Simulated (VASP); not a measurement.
## SiO2: single point with PBE

The system is SiO2.

```
Si O
1.0
    -4.62113    4.62113    4.16585
     4.62113   -4.62113    4.16585
     4.62113    4.62113   -4.16585
Si O
8 16
Direct
  0.75543 0.11550 0.23263
  0.88287 0.52280 0.76737
  0.11550 0.75543 0.23263
  0.47720 0.24457 0.36007
  0.88450 0.11713 0.63993
  0.52280 0.88287 0.76737
  0.24457 0.47720 0.36007
  0.11713 0.88450 0.63993
  0.28571 0.00000 0.28571
  0.92016 0.62749 0.00000
  0.62993 0.23935 0.25384
  0.71429 0.00000 0.71429
  0.62749 0.92016 0.00000
  0.62391 0.37007 0.60942
  0.37007 0.62391 0.60942
  0.07984 0.07984 0.70733
  0.98551 0.37609 0.74616
  0.00000 0.71429 0.71429
  0.23935 0.62993 0.25384
  0.01449 0.76065 0.39058
  0.00000 0.28571 0.28571
  0.76065 0.01449 0.39058
  0.37251 0.37251 0.29267
  0.37609 0.98551 0.74616
```

| Property | Result |
| --- | --- |
| Program | VASP 6.6.1 |
| Task | single point |
| Functional | PBE |
| Potentials or basis | VASP PAW PBE potentials, release 64 (Si, O) |
| Cutoff | 520 eV |
| k mesh | 4 × 4 × 4 |
| Occupations | gaussian, width 0.02 eV |
| Spin | no spin polarisation |
| Dipole correction | no |
| Further INCAR settings | LREAL = Auto; ALGO = Normal; EDIFF = 1e-07; NBANDS = 82 |

```
Pressure               : 0.1 GPa
Largest force          : 0.036 eV/Å
Band gap on the k mesh : 5.65 eV (least direct gap 5.86 eV)
```

Forces in eV/Å, atoms in the order of the input:
```
Si  -0.035 -0.001  0.009
Si   0.035  0.001  0.009
Si  -0.001 -0.035  0.009
Si   0.001 -0.035 -0.009
Si  -0.001  0.035 -0.009
Si   0.001  0.035  0.009
Si  -0.035  0.001 -0.009
Si   0.035 -0.001 -0.009
O    0.000  0.008  0.000
O   -0.004  0.004  0.005
O   -0.007  0.011  0.001
O    0.000 -0.008  0.000
O    0.004 -0.004  0.005
O   -0.011 -0.007 -0.001
O   -0.007 -0.011 -0.001
O   -0.004 -0.004 -0.005
O    0.007 -0.011  0.001
O   -0.008  0.000  0.000
O    0.011 -0.007  0.001
O    0.007  0.011 -0.001
O    0.008  0.000  0.000
O    0.011  0.007 -0.001
O    0.004  0.004 -0.005
O   -0.011  0.007  0.001
```

Stress tensor (GPa, compression positive):
```
0.17 0.00 0.00
0.00 0.17 0.00
0.00 0.00 0.04
```

Levels at points of the mesh, in eV from the valence-band top:
```
           k point  band 62  band 63  band 64  band 65  band 66  band 67
(0.00, 0.00, 0.00)    -0.25    -0.25    -0.21     5.65     8.41     8.41
(0.50, 0.00, 0.00)    -0.31    -0.17    -0.12     6.96     7.26     8.27
(0.50, 0.50, 0.00)    -0.27    -0.08     0.00     6.76     7.21     8.58
(0.50, 0.50, 0.50)    -0.08    -0.07    -0.07     7.89     7.89     7.93
```

Wall time 31 min on 1 thread of Oxide Virtual Turin-like Processor, on a shared host, peak memory 0.55 GiB.

A k mesh can miss the band edges.
